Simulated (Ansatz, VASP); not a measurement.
**SnO in VASP and in Ansatz**

Contents of INCAR:

```
SYSTEM = SnO
  PREC = Accurate
  ENCUT = 520
  EDIFF = 1E-6
  ISMEAR = -1
  SIGMA = 0.05
  LREAL = .FALSE.
  LASPH = .TRUE.
  NELM = 100
  ALGO = Normal
  ISIF = 2
  LWAVE = .FALSE.
  LCHARG = .TRUE.
  GGA = PS
  IVDW = 13
  LELF = .TRUE.
  LVHAR = .TRUE.
  NBANDS = 28
```

The input KPOINTS:

```
Automatic mesh
0
G
  7 7 6
  0 0 0
```

The input POSCAR:

```
SnO
1.0
    3.8389522158      0.0000000000      0.0000000000
    0.0000000000      3.8389522158      0.0000000000
    0.0000000000      0.0000000000      4.9192779074
Sn O
2 2
Direct
    0.5000000000      0.0000000000      0.7646261400
    0.0000000000      0.5000000000      0.2353738600
    0.0000000000      0.0000000000      0.0000000000
    0.5000000000      0.5000000000      0.0000000000
```

Contents of input.yaml:

```yaml
crystal:
  lattice:
    - [3.8389522158, 0.0, 0.0]
    - [0.0, 3.8389522158, 0.0]
    - [0.0, 0.0, 4.9192779074]
  atoms:
    - { symbol: Sn, position: [0.5, 0.0, 0.76462614] }
    - { symbol: Sn, position: [0.0, 0.5, 0.23537386] }
    - { symbol: O, position: [0.0, 0.0, 0.0] }
    - { symbol: O, position: [0.5, 0.5, 0.0] }
hamiltonian:
  xc: pbesol
  pseudopotentials: { kind: paw }
  dispersion: d4
kpoints:
  mp_grid: { grid: [7, 7, 6] }
scf:
  occupations: { method: fermi_dirac, width: 0.05 }
output:
  forces: true
  stress: true
  eigenvalues: true
  write_density: true
  write_potential: true
  elf: true
  volumetric_format: npy
```

Alike in both runs: task single point; functional PBEsol; dispersion D4; k mesh 7 × 7 × 6; occupations fermi-dirac, width 0.05 eV; no spin polarisation.

|  | VASP | Ansatz |
| --- | --- | --- |
| version | VASP 6.6.1 | Ansatz 0.2.0 |
| potentials or method | VASP PAW PBE potentials, release 64 (Sn_d, O) | Ansatz PAW |
| plane-wave cutoff (eV) | 520 | 420 |
| valence electrons in the cell | 40 | 40 |

Ansatz gave:

```
gap on the k mesh at the Fermi level (eV)                     : 0.42
least direct gap on the mesh (eV)                             : 1.99
pressure (GPa)                                                : -3.6
traceless stress, the component that is largest in VASP (GPa) : 0.17
rms of the force components (eV/Å)                            : 0.076
```

Problem. What did VASP give for the same quantities?

Solution. gap on the k mesh at the Fermi level (eV): 0.43; least direct gap on the mesh (eV): 1.96; pressure (GPa): -3.4; traceless stress, the component that is largest in VASP (GPa): 0.19; rms of the force components (eV/Å): 0.043.

VASP's potentials were made for PBE, not for PBEsol. Atom by atom the forces differ by 0.033 eV/Å (rms over components).

Noted on Ansatz's run: odd divisions of the mesh miss points on the zone boundary, where band edges often lie, so the gap on the mesh can be too wide.
